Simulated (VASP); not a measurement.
Input of a VASP 6.6.1 run:

The input INCAR:

```
SYSTEM = MnS
  PREC = Accurate
  ENCUT = 520
  EDIFF = 1E-6
  ISMEAR = -1
  SIGMA = 0.05
  LREAL = .FALSE.
  LASPH = .TRUE.
  NELM = 150
  ALGO = Normal
  ISIF = 2
  LWAVE = .FALSE.
  LCHARG = .FALSE.
  ISPIN = 2
  MAGMOM = 4 4 0 0
  LORBIT = 11
  LMAXMIX = 4
  GGA = B5
  ALDAX = 1.0
  AGGAX = 1.0
  AGGAC = 1.0
  ALDAC = 0.0
  NBANDS = 31
```

File KPOINTS:

```
regular mesh
0
G
  8 8 4
  0 0 0
```

POSCAR

```
MnS
1.0
    3.9001436580      0.0000000000      0.0000000000
   -1.9500718291      3.3776234863      0.0000000000
    0.0000000000      0.0000000000      6.2568085025
Mn S
2 2
Direct
    0.6666666667      0.3333333333      0.4988446700
    0.3333333333      0.6666666667      0.9988446700
    0.3333333333      0.6666666667      0.6261543000
    0.6666666667      0.3333333333      0.1261543000
```

Potentials or basis: VASP PAW PBE potentials, release 64 (Mn_pv, S).

Run with:

```sh
$ cat potpaw_PBE.64/Mn_pv/POTCAR potpaw_PBE.64/S/POTCAR > POTCAR
$ mpirun -np 1 vasp_std > vasp.out
```

Problem. Predict the net moment.

Solution. 9.46 μB per cell.

Problem. Predict the pressure.

Solution. 7.8 GPa.

Forces in eV/Å, atoms in the order of the input:
```
Mn   0.000  0.000  0.328
Mn   0.000  0.000  0.328
S    0.000  0.000 -0.328
S    0.000  0.000 -0.328
```

Caveat: the cell stands under pressure; the PAW data sets were made with another functional, which shifts forces and pressure a little; only a ferromagnetic start was run, and an antiferromagnetic order may lie lower in energy.
